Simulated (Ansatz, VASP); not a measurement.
One calculation of Ni2MoH4N2, two programs

```xyz
9
Lattice="0.0000 3.1187 0.0000 5.1326 -1.5594 0.0000 1.3105 0.0000 -4.6583" Properties=species:S:1:pos:R:3 pbc="T T T"
Mo    0.0000    0.0000    0.0000
Ni    4.9008    1.5594   -3.5109
Ni    1.5423    0.0000   -1.1473
N     2.1052    1.5594   -3.5897
N     4.3379    0.0000   -1.0686
H     1.8709    1.5594   -2.6366
H     4.5722    0.0000   -2.0217
H     3.0805    1.5593   -3.6158
H     3.3626    0.0000   -1.0425
```

Alike in both runs: task single point; functional HSE06; k mesh 4 × 4 × 2; occupations methfessel-paxton of order 1, width 0.0276 eV; no spin polarisation.

|  | VASP | Ansatz |
| --- | --- | --- |
| version | VASP 6.6.1 | Ansatz 0.2.0 |
| potentials or method | VASP PAW PBE potentials, release 64 (Mo_sv, Ni, N, H), cutoff 520 eV | PAW plane waves |
| valence electrons in the cell | 48 | 64 |

VASP gave:

```
rms of the force components (eV/Å) : 1.845
```

Problem. Which values does Ansatz return?

Solution. rms of the force components (eV/Å): 1.619.

Atom by atom the forces differ by 0.249 eV/Å (rms over components). The functional is the same, so the differences come from potentials, cutoffs and numerics. VASP's potentials hold 48 valence electrons a cell and Ansatz's 64, so a difference there can come from the potentials and not from the codes. Ansatz's warnings: filled band counts differ across k points, stress exchange threshold loose, stress scf threshold loose.

The k mesh is coarse, so the values compare programs but aren't converged.
